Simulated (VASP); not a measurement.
# TiTe2 (P-3m1) in VASP: a series of runs

TiTe2 is run at these levels: PBEsol, PBE; tasks: single point.

Everything below comes from runs of VASP 6.6.1. Logs are shortened: lines on timing, memory, paths and dates and some standing lists are left out, and cuts for length are marked.

### 1 The cell of the first run

The structure is trigonal, space group P-3m1 (No. 164). Conventional cell: a = 3.318 Å, b = 3.318 Å, c = 5.864 Å, α = 90.00°, β = 90.00°, γ = 120.00°. Te (site symmetry 3m) has 3 Ti at 2.59 Å and 9 Te at 3.06 to 3.32 Å within 3.4 Å. Within 3.4 Å of Ti (site symmetry -3m) lie 6 Te at 2.59 Å and 6 Ti at 3.32 Å.

### 2 Single point, PBEsol

INCAR reads:

```
SYSTEM = TiTe2
PREC = Accurate
ENCUT = 520
EDIFF = 1E-6
ISMEAR = -1
SIGMA = 0.05
LREAL = .FALSE.
LASPH = .TRUE.
NELM = 100
ALGO = Normal
ISIF = 2
LWAVE = .FALSE.
LCHARG = .FALSE.
GGA = PS
NBANDS = 19
```

KPOINTS reads:

```
regular mesh
0
G
  8 8 4
  0 0 0
```

POSCAR reads:

```
TiTe2
1.0
    3.3178739655      0.0000000000      0.0000000000
   -1.6589369827      2.8733631407      0.0000000000
    0.0000000000      0.0000000000      5.8639024170
Te Ti
2 1
Direct
    0.3333333333      0.6666666667      0.7029632974
    0.6666666667      0.3333333333      0.2970367026
    0.0000000000      0.0000000000      0.0000000000
```

Potentials or basis: VASP PAW PBE potentials, release 64 (Te, Ti_sv).

On the command line:

```sh
> cat potpaw_PBE.64/Te/POTCAR potpaw_PBE.64/Ti_sv/POTCAR > POTCAR
> mpirun -np 1 vasp_std > vasp.out
```

OUTCAR:

```text
SYSTEM = TiTe2
   PREC = Accurate
   ENCUT = 520
   EDIFF = 1E-6
   ISMEAR = -1
   LREAL = .FALSE.
   LASPH = .TRUE.
   NELM = 100
   ISIF = 2
   GGA = PS

 ion  position               nearest neighbor table
   1  0.333  0.667  0.703-   3 2.59   3 2.59   3 2.59   2 3.06   2 3.06   2 3.06
   2  0.667  0.333  0.297-   3 2.59   3 2.59   3 2.59   1 3.06   1 3.06   1 3.06
   3  0.000  0.000  0.000-   1 2.59   2 2.59   1 2.59   2 2.59   2 2.59   1 2.59

  LATTYP: Found a hexagonal cell.
 ALAT       =     3.3178739655
 C/A-ratio  =     1.7673674401

  Lattice vectors:

 A1 = (   3.3178739655,   0.0000000000,   0.0000000000)
 A2 = (  -1.6589369827,   2.8733631407,   0.0000000000)
 A3 = (   0.0000000000,   0.0000000000,   5.8639024170)

Analysis of symmetry for initial positions (statically):
=====================================================================
 Subroutine PRICEL returns:
 Original cell was already a primitive cell.

 Routine SETGRP: Setting up the symmetry group for a
 hexagonal supercell.

 Subroutine GETGRP returns: Found 12 space group operations
 (whereof 12 operations were pure point group operations)
 out of a pool of 24 trial point group operations.

The static configuration has the point symmetry D_3d.

Analysis of symmetry for dynamics (positions and initial velocities):
=====================================================================
 Subroutine PRICEL returns:
 Original cell was already a primitive cell.

 Routine SETGRP: Setting up the symmetry group for a
 hexagonal supercell.

 Subroutine GETGRP returns: Found 12 space group operations
 (whereof 12 operations were pure point group operations)
 out of a pool of 24 trial point group operations.

The dynamic configuration has the point symmetry D_3d.

 Subroutine INISYM returns: Found 12 space group operations
 (whereof 12 operations are pure point group operations),
 and found     1 'primitive' translations

----------------------------------------------------------------------------------------

                                     Primitive cell

  volume of cell :      55.9033

  direct lattice vectors                    reciprocal lattice vectors
     3.317873966  0.000000000  0.000000000     0.301397826  0.174012116  0.000000000
    -1.658936983  2.873363141  0.000000000     0.000000000  0.348024232  0.000000000
     0.000000000  0.000000000  5.863902417     0.000000000  0.000000000  0.170534898

  length of vectors
     3.317873966  3.317873965  5.863902417     0.348024232  0.348024232  0.170534898

  position of ions in fractional coordinates (direct lattice)
     0.333333333  0.666666667  0.702963297
     0.666666667  0.333333333  0.297036703
     0.000000000  0.000000000  0.000000000

  ion indices of the primitive-cell ions
   primitive index   ion index
                 1           1
                 2           2
                 3           3

----------------------------------------------------------------------------------------

 KPOINTS: regular mesh

Automatic generation of k-mesh.
 Grid dimensions read from file:
 generate k-points for:    8    8    4

 Generating k-lattice:

  Cartesian coordinates                     Fractional coordinates (reciprocal lattice)
     0.037674728  0.021751514  0.000000000     0.125000000  0.000000000  0.000000000
     0.000000000  0.043503029  0.000000000     0.000000000  0.125000000  0.000000000
     0.000000000  0.000000000  0.042633724     0.000000000  0.000000000  0.250000000

  Length of vectors
     0.043503029  0.043503029  0.042633724

  Shift w.r.t. Gamma in fractional coordinates (k-lattice)
     0.000000000  0.000000000  0.000000000

 Subroutine IBZKPT returns following result:
 ===========================================

 Found     35 irreducible k-points:

 Following reciprocal coordinates:
            Coordinates               Weight
  0.000000  0.000000  0.000000      1.000000
  0.125000  0.000000  0.000000      6.000000
  0.250000  0.000000  0.000000      6.000000
  0.375000  0.000000  0.000000      6.000000
  0.500000  0.000000  0.000000      3.000000
  0.125000  0.125000  0.000000      6.000000
[... 16 lines left out ...]
 -0.125000  0.500000  0.250000     12.000000
  0.250000  0.250000  0.250000     12.000000
 [... further k-points ...]
   k-points           NKPTS =     35   k-points in BZ     NKDIM =     35   number of bands    NBANDS=     19
   number of dos      NEDOS =    301   number of ions     NIONS =      3
   total plane-waves  NPLWV =  37632
   dimension x,y,z NGX =    28 NGY =   28 NGZ =   48
   dimension x,y,z NGXF=    56 NGYF=   56 NGZF=   96
   ions per type =               2   1
   NGX,Y,Z   is equivalent  to a cutoff of  14.03, 14.03, 13.61 a.u.
   NGXF,Y,Z  is equivalent  to a cutoff of  28.06, 28.06, 27.22 a.u.
 SYSTEM =  TiTe2
   PREC   = accura    normal or accurate (medium, high low for compatibility)
   ISTART =      0    job   : 0-new  1-cont  2-samecut
   ICHARG =      2    charge: 1-file 2-atom 10-const
   ISPIN  =      1    spin polarized calculation?
   LNONCOLLINEAR =      F non collinear calculations
   LSORBIT =      F    spin-orbit coupling
   LASPH  =      T    aspherical Exc in radial PAW
   ENCUT  =  520.0 eV  38.22 Ry    6.18 a.u.   6.17  6.17 10.90*2*pi/ulx,y,z
   NELM   =    100;   NELMIN=  2; NELMDL= -5     # of ELM steps
   EDIFF  = 0.1E-05   stopping-criterion for ELM
   LREAL  =      F    real-space projection
   EDIFFG = 0.1E-04   stopping-criterion for IOM
   NSW    =      0    number of steps for IOM
   IBRION =     -1    ionic relax: 0-MD 1-quasi-New 2-CG
   NFREE  =      0    steps in history (QN), initial steepest desc. (CG)
   ISIF   =      2    stress and relaxation
   ISYM   =      2    0-nonsym 1-usesym 2-fastsym
   POTIM  = 0.5000    time-step for ionic-motion
   TEBEG  =    0.0;   TEEND  =   0.0 temperature during run
   PSTRESS=    0.0 pullay stress
   NELECT =      24.0000    total number of electrons
   NUPDOWN=      -1.0000    fix difference up-down
   EMIN   =  10.00;   EMAX   =-10.00  energy-range for DOS
   EFERMI =   0.00;   METHOD = LEGACY
   ISMEAR =    -1;   SIGMA  =   0.05  broadening in eV -4-tet -1-fermi 0-gaus
   EFERMI_NEDOS =   21; number of points for ismear=-14 and -15
   IALGO  =     38    algorithm
   IMIX   =      4    mixing-type and parameters
     AMIX     =   0.40;   BMIX     =  1.00
     AMIX_MAG =   1.60;   BMIX_MAG =  1.00
  volume/ion in A,a.u.               =      18.63       125.75
  Fermi-wavevector in a.u.,A,eV,Ry     =   1.234998  2.333808 20.751874  1.525220
  Thomas-Fermi vector in A             =   2.369665
   LORBIT       =      0    0 simple, 1 ext, 2 COOP (PROOUT), +10 PAW based schemes
   GGA     = PS    functional components
   LHFCALC =     F    Hartree Fock is set to
   AEXX    =    0.0000 exact exchange contribution
   IVDW    =     0    specifies the selected vdW correction
   LEPSILON=     F    determine dielectric tensor
   LRPA    =     F    only Hartree local field effects (RPA)
 non-spin polarized calculation
  energy-cutoff  :      520.00
  volume of cell :       55.90
 maximum number of plane-waves:      1533
 NGX is ok and might be reduce to    28
   NGX = 13   NGY = 13   NGZ = 21

 number of electron      24.0000003 magnetization

 Free energy of the ion-electron system (eV)
  ---------------------------------------------------
  ext. energy  EPLUGINS =         0.00000000
  ---------------------------------------------------
  free energy    TOTEN  =       -16.17195297 eV

  energy without entropy =      -16.15920669  energy(sigma->0) =      -16.16557983

 E-fermi :  11.9467     XC(G=0): -11.7922

 val. band max:       11.9373816648   @ k =   0.0000   0.3750   0.2500
 cond. band min:      11.9722388387   @ k =   0.1250   0.0000   0.5000
 fundamental gap:      0.0348571739
 Fermi energy:        11.9466622581

 k-point     1 :       0.0000    0.0000    0.0000
  band No.  band energies     occupation
      1     -44.4777      2.00000
      2     -20.9844      2.00000
      3     -20.8581      2.00000
      4     -20.8581      2.00000
      5      -3.4818      2.00000
      6      -0.1935      2.00000
[... 11 lines left out ...]
     18      17.8456      0.00000
     19      20.3480      0.00000

 k-point     2 :       0.1250    0.0000    0.0000
  band No.  band energies     occupation
      1     -44.4747      2.00000
      2     -20.9768      2.00000
      3     -20.8867      2.00000
      4     -20.8644      2.00000
      5      -3.2017      2.00000
      6      -0.0243      2.00000
[... 11 lines left out ...]
     18      18.4663      0.00000
     19      20.0409      0.00000

 k-point     3 :       0.2500    0.0000    0.0000
  band No.  band energies     occupation
      1     -44.4674      2.00000
      2     -20.9607      2.00000
      3     -20.9529      2.00000
      4     -20.8795      2.00000
      5      -2.3846      2.00000
      6       0.4297      2.00000
[... 11 lines left out ...]
     18      17.4849      0.00000
     19      19.1088      0.00000

 k-point     4 :       0.3750    0.0000    0.0000
  band No.  band energies     occupation
      1     -44.4602      2.00000
      2     -21.0230      2.00000
      3     -20.9397      2.00000
      4     -20.8946      2.00000
      5      -1.1330      2.00000
      6       0.8705      2.00000
[... 11 lines left out ...]
     18      16.9973      0.00000
     19      18.3978      0.00000

 k-point     5 :       0.5000    0.0000    0.0000
  band No.  band energies     occupation
      1     -44.4571      2.00000
      2     -21.0506      2.00000
      3     -20.9320      2.00000
      4     -20.9008      2.00000
      5      -0.0429      2.00000
      6       0.6538      2.00000
[... 11 lines left out ...]
     18      16.8059      0.00000
     19      17.8690      0.00000
[... 334 lines left out ...]
      2     -20.9928      2.00000
      3     -20.9457      2.00000
      4     -20.9003      2.00000
      5      -1.4607      2.00000
      6       0.4495      2.00000
[... 11 lines left out ...]
     18      18.1878      0.00000
     19      18.4017      0.00000

 k-point    22 :       0.3750    0.1250    0.2500
  band No.  band energies     occupation
      1     -44.4571      2.00000
      2     -21.0349      2.00000
      3     -20.9325      2.00000
      4     -20.9165      2.00000
      5      -0.3399      2.00000
      6       1.0808      2.00000
[... 11 lines left out ...]
     18      17.7359      0.00000
     19      18.5937      0.00000

 k-point    23 :      -0.1250    0.5000    0.2500
  band No.  band energies     occupation
      1     -44.4571      2.00000
      2     -21.0349      2.00000
      3     -20.9325      2.00000
      4     -20.9165      2.00000
      5      -0.2099      2.00000
      6       0.8055      2.00000
[... 11 lines left out ...]
     18      17.4476      0.00000
     19      18.4348      0.00000

 k-point    24 :       0.2500    0.2500    0.2500
  band No.  band energies     occupation
      1     -44.4571      2.00000
      2     -21.0132      2.00000
      3     -20.9400      2.00000
      4     -20.9310      2.00000
      5      -0.3983      2.00000
      6       1.0112      2.00000
[... 11 lines left out ...]
     18      17.5893      0.00000
     19      18.9141      0.00000

 [... further k-points ...]
[... 5 lines left out ...]
  --------------------------------------------------------------------------------------
  -------------------------------------------------------------------------------------
  Total       10.4862256     10.4862256     10.4884405      0.0000000      0.0000000      0.0000000
  in kB      300.5333297    300.5333297    300.5968085      0.0000000      0.0000000      0.0000000
  external PRESSURE =     300.5544893 kB  Pullay stress =       0.0000000 kB

 VOLUME and BASIS-vectors are now :
 -----------------------------------------------------------------------------
  energy-cutoff  :      520.00
  volume of cell :       55.90
      direct lattice vectors                 reciprocal lattice vectors
     3.317873966  0.000000000  0.000000000     0.301397826  0.174012116  0.000000000
    -1.658936983  2.873363141  0.000000000     0.000000000  0.348024232  0.000000000
     0.000000000  0.000000000  5.863902417     0.000000000  0.000000000  0.170534898

 POSITION                                       TOTAL-FORCE (eV/Angst)
 -----------------------------------------------------------------------------------
     -0.00000      1.91558      4.12211        -0.000000     -0.000000     -0.003783
      1.65894      0.95779      1.74179        -0.000000      0.000000      0.003783
      0.00000      0.00000      0.00000         0.000000      0.000000      0.000000
 -----------------------------------------------------------------------------------
    total drift:                               -0.000000      0.000000     -0.000000

  FREE ENERGIE OF THE ION-ELECTRON SYSTEM (eV)
  ---------------------------------------------------
  free  energy   TOTEN  =       -16.1719529719 eV

  energy  without entropy=      -16.1592066913  energy(sigma->0) =      -16.16557983
```

Wall time 18 s (1 thread of Intel Xeon 6975P-C (Granite Rapids), shared host); peak memory 0.2 GiB.

Results:

```
Free energy            : -16.1720 eV
Pressure               : 30.1 GPa
Largest force          : 0.004 eV/Å
Band gap on the k mesh : zero (band 12 reaches 12.66 eV, above the bottom of band 13 at 11.57 eV)
```

Forces on the atoms (eV/Å):
```
Te   0.000  0.000 -0.004
Te   0.000  0.000  0.004
Ti   0.000  0.000  0.000
```

Levels at points of the mesh, in eV from the Fermi level:
```
           k point  band 9  band 10  band 11  band 12  band 13  band 14  band 15  band 16
(0.00, 0.00, 0.00)   -1.42    -0.42     0.71     0.71     1.79     2.56     2.56     3.56
(0.50, 0.00, 0.00)   -3.73    -3.21    -1.68    -1.66    -0.38     2.17     2.17     3.32
(0.00, 0.00, 0.50)   -1.18    -1.18     0.68     0.68     1.38     1.38     1.85     5.01
(0.50, 0.00, 0.50)   -3.62    -2.69    -1.18    -0.51     0.32     2.16     2.65     2.67
```

Caveat: the PAW data sets were made with another functional, which shifts forces and pressure a little; spin-orbit coupling is left out, which moves the levels of the heavy elements.

### 3 Single point, PBEsol

This run uses another cell than the first one, of 19.89 Å³/atom, 1.067 times its volume.

INCAR reads:

```
PREC = Accurate ; ENCUT = 520
EDIFF = 1E-6 ; ISMEAR = -1
SIGMA = 0.05 ; LREAL = F
LASPH = T ; NELM = 80
ALGO = Normal ; ISIF = 2
LWAVE = F ; LCHARG = F
GGA = PS ; NBANDS = 19
```

KPOINTS reads:

```
Automatic mesh
0
Gamma
  8 8 4
```

POSCAR reads:

```
TiTe2
1.0
    3.4074770371      0.0000000000      0.0000000000
   -1.7037385186      2.9509616770      0.0000000000
    0.0000000000      0.0000000000      5.9338442938
Te Ti
2 1
Direct
    0.3333333333      0.6666666667      0.7069690060
    0.6666666667      0.3333333333      0.2930309940
    0.0000000000      0.0000000000      0.0000000000
```

Potentials or basis: VASP PAW PBE potentials, release 64 (Te, Ti_sv).

On the command line:

```sh
> cat potpaw_PBE.64/Te/POTCAR potpaw_PBE.64/Ti_sv/POTCAR > POTCAR
> mpirun -np 1 vasp_std > vasp.out
```

OUTCAR:

```text
PREC = Accurate
   ENCUT = 520
   EDIFF = 1E-6
   ISMEAR = -1
   LREAL = F
   LASPH = T
   NELM = 80
   ISIF = 2
   GGA = PS

 ion  position               nearest neighbor table
   1  0.333  0.667  0.707-   3 2.63   3 2.63   3 2.63   2 3.15   2 3.15   2 3.15
   2  0.667  0.333  0.293-   3 2.63   3 2.63   3 2.63   1 3.15   1 3.15   1 3.15
   3  0.000  0.000  0.000-   1 2.63   2 2.63   2 2.63   1 2.63   2 2.63   1 2.63

  LATTYP: Found a hexagonal cell.
 ALAT       =     3.4074770371
 C/A-ratio  =     1.7414187181

  Lattice vectors:

[... 712 lines left out ...]
     18      16.3759      0.00000
     19      17.6314      0.00000

 [... further k-points ...]
[... 5 lines left out ...]
  --------------------------------------------------------------------------------------
  -------------------------------------------------------------------------------------
  Total        7.4551077      7.4551077      7.4608551     -0.0000000     -0.0000000     -0.0000000
  in kB      200.1851475    200.1851475    200.3394764     -0.0000000     -0.0000000     -0.0000000
  external PRESSURE =     200.2365905 kB  Pullay stress =       0.0000000 kB

 VOLUME and BASIS-vectors are now :
 -----------------------------------------------------------------------------
  energy-cutoff  :      520.00
  volume of cell :       59.67
      direct lattice vectors                 reciprocal lattice vectors
     3.407477037  0.000000000  0.000000000     0.293472264  0.169436291  0.000000000
    -1.703738519  2.950961677  0.000000000     0.000000000  0.338872581  0.000000000
     0.000000000  0.000000000  5.933844294     0.000000000  0.000000000  0.168524813

 POSITION                                       TOTAL-FORCE (eV/Angst)
 -----------------------------------------------------------------------------------
     -0.00000      1.96731      4.19504        -0.000000      0.000000     -0.012221
      1.70374      0.98365      1.73880         0.000000     -0.000000      0.012221
      0.00000      0.00000      0.00000         0.000000      0.000000      0.000000
 -----------------------------------------------------------------------------------
    total drift:                                0.000000      0.000000     -0.000000

  FREE ENERGIE OF THE ION-ELECTRON SYSTEM (eV)
  ---------------------------------------------------
  free  energy   TOTEN  =       -16.7536359433 eV

  energy  without entropy=      -16.7400126595  energy(sigma->0) =      -16.74682430
```

stdout:

```text
POSCAR found type information on POSCAR TeTi
 POSCAR found :  2 types and       3 ions
 scaLAPACK will be used
 -----------------------------------------------------------------------------
|                                                                             |
|                                                                             |
|     You enforced a specific xc type in the INCAR file but a different       |
|     I HOPE YOU KNOW WHAT YOU ARE DOING!                                     |
|                                                                             |
 -----------------------------------------------------------------------------

 LDA part: xc-table for (Slater+PW92), standard interpolation
 POSCAR, INCAR and KPOINTS ok, starting setup
 FFT: planning ... GRIDC
 FFT: planning ... GRID_SOFT
 FFT: planning ... GRID
 WAVECAR not read
 entering main loop
```

It took 19 s on 1 thread of Intel Xeon 6975P-C (Granite Rapids), shared host; peak memory 0.2 GiB.

Results:

| Item | Value |
| --- | --- |
| Free energy | -16.7536 eV |
| Pressure | 20.0 GPa |
| Largest force | 0.012 eV/Å |
| Band gap on the k mesh | zero (band 12 reaches 11.51 eV, above the bottom of band 13 at 10.52 eV) |

Forces on the atoms (eV/Å):
```
Te   0.000  0.000 -0.012
Te   0.000  0.000  0.012
Ti   0.000  0.000  0.000
```

Caveat: the PAW data sets were made with another functional, which shifts forces and pressure a little; spin-orbit coupling is left out, which moves the levels of the heavy elements.

[end of part 1 of 2]
